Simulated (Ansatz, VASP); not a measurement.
## Two plane-wave programs on Cu

```
Cu
1.0
     0.00000    1.84365    1.80750
     1.84365    0.00000    1.80750
     1.84365    1.84365    0.00000
Cu
1
Direct
  0.00000 0.00000 0.00000
```

Change from the starting cell: strain +0.0200 x Voigt [1, 1, 0, 0, 0, 0], atoms carried along.

Alike in both runs: task single point; functional PBE; k mesh 22 × 22 × 22; occupations gaussian, width 0.15 eV; no spin polarisation.

|  | VASP | Ansatz |
| --- | --- | --- |
| version | VASP 6.6.1 | Ansatz 0.2.0 |
| potentials or method | VASP PAW PBE potentials, release 64 (Cu), cutoff 520 eV | scalar-relativistic, plane waves, PAW |
| valence electrons in the cell | 11 | 19 |

```csv
,VASP,Ansatz,Ansatz less VASP
gap on the k mesh at the Fermi level (eV),none,none,-
pressure (GPa),-3.1,-3.6,-0.53
"traceless stress, the component that is largest in VASP (GPa)",0.66,0.66,+0.004
```

A gap of «none» marks a metal or a gap that the smearing closes. VASP's potentials hold 11 valence electrons a cell and Ansatz's 19, so a difference there can come from the potentials and not from the codes.
